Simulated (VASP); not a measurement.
Hf3N4, 14 atoms in the cell. It takes space group I-43d (No. 220, cubic). The conventional cell has a = 6.866 Å, b = 6.866 Å, c = 6.866 Å, α = 90.00°, β = 90.00°, γ = 90.00°. Hf (site symmetry -4) has 8 N at 2.20 to 2.58 Å within 2.9 Å. N (site symmetry 3) has 6 Hf at 2.20 to 2.58 Å and 3 N at 2.76 Å within 2.9 Å.  This cell differs from its parent crystal: volume scaled by 1.10, then relaxed in part.

- Program: VASP 6.6.1
- Task: single point
- Functional: PBEsol
- Potentials or basis: VASP PAW PBE potentials, release 64 (Hf_pv, N)
- Cutoff: 600 eV
- k mesh: 6 × 6 × 6
- Occupations: gaussian, width 0.02 eV
- Spin: no spin polarisation
- Dipole correction: no
- Further INCAR settings: ALGO = Normal; EDIFF = 1e-06; NBANDS = 63

Potentials or basis: VASP PAW PBE potentials, release 64 (Hf_pv, N).

Launch:

```bash
$ cat potpaw_PBE.64/Hf_pv/POTCAR potpaw_PBE.64/N/POTCAR > POTCAR
$ mpirun -np 1 vasp_std > vasp.out
```

Hardware: 1 thread of Intel Xeon 8259CL, with other jobs on the host.

**Question.** Estimate the wall time of this run.

**Answer.** Wall time 6.2 min on 1 thread of Intel Xeon 8259CL, on a shared host, peak memory 0.4 GiB. Counts: scf iterations 13, k points 16.
